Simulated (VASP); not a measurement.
The system is SiC.

```xyz
2
Lattice="0.0000 2.0139 2.0139 2.0139 0.0000 2.0139 2.0139 2.0139 0.0000" Properties=species:S:1:pos:R:3 pbc="T T T"
Si    0.0000    0.0000    0.0000
C     2.0139    2.0139    2.0139
```

Base run:

```yaml
Program: VASP 6.6.1
Functional: PBE
Potentials_or_basis: VASP PAW PBE potentials, release 64 (Si, C)
Cutoff: 600 eV
k_mesh: 8 × 8 × 8
Occupations: methfessel-paxton, width 0.5 eV
Spin: no spin polarisation
```

Its results: band gap on the k mesh zero (band 4 reaches 12.70 eV, above the bottom of band 5 at 11.81 eV); pressure 5.8 GPa.

Question: The run is repeated on the same cell with these changes: cutoff from 600 eV to 520 eV; occupations from methfessel-paxton, width 0.5 eV to fermi-dirac, width 0.02 eV. What comes out?

Answer: Band gap on the k mesh zero (band 4 reaches 12.70 eV, above the bottom of band 5 at 11.81 eV); pressure 6.3 GPa.
